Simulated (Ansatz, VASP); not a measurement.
# GaN in VASP and in Ansatz

INCAR

```
  PREC = Accurate
  ENCUT = 520
  EDIFF = 1E-6
  ISMEAR = 0
  SIGMA = 0.01
  LREAL = F
  LASPH = T
  NELM = 100
  ALGO = Normal
  ISIF = 2
  LWAVE = F
  LCHARG = F
  GGA = PE
  NBANDS = 26
```

File KPOINTS:

```
Automatic mesh
0
Gamma
  9 9 4
```

The input POSCAR:

```
GaN
1.0
    2.9437706435      0.0000000000      0.0000000000
   -1.4718853217      2.5493801601      0.0000000000
    0.0000000000      0.0000000000      4.9914597754
Ga N
2 2
Direct
    0.0000000000      0.0000000000      0.0000000000
    0.0000000000      0.0000000000      0.5000000000
    0.3333333333      0.6666666667      0.2500000000
    0.6666666667      0.3333333333      0.7500000000
```

Input for Ansatz:

```yaml
crystal:
  lattice:
    - [2.9437706435, 0.0, 0.0]
    - [-1.4718853217, 2.5493801601, 0.0]
    - [0.0, 0.0, 4.9914597754]
  atoms:
    - { symbol: Ga, position: [0.0, 0.0, 0.0] }
    - { symbol: Ga, position: [0.0, 0.0, 0.5] }
    - { symbol: "N", position: [0.3333333333, 0.6666666667, 0.25] }
    - { symbol: "N", position: [0.6666666667, 0.3333333333, 0.75] }
kpoints:
  mp_grid: { grid: [9, 9, 4] }
hamiltonian:
  xc: pbe
scf:
  occupations: { method: fixed }
  n_extra_bands: 5
output:
  forces: true
  stress: true
  eigenvalues: true
```

Alike in both runs: task single point; functional PBE; k mesh 9 × 9 × 4; no spin polarisation.

|  | VASP | Ansatz |
| --- | --- | --- |
| version | VASP 6.6.1 | Ansatz 0.2.0 |
| potentials or method | VASP PAW PBE potentials, release 64 (Ga_d, N) | plane waves, PAW |
| plane-wave cutoff (eV) | 520 | 420 |
| occupations | gaussian, width 0.01 eV | fixed |
| valence electrons in the cell | 36 | 36 |

|  | VASP | Ansatz | Ansatz less VASP |
| --- | --- | --- | --- |
| gap on the k mesh at the Fermi level (eV) | 1.48 | 1.49 | +0.012 |
| pressure (GPa) | 15.0 | 14.2 | -0.81 |
| traceless stress, the component that is largest in VASP (GPa) | 1.80 | 1.76 | -0.036 |
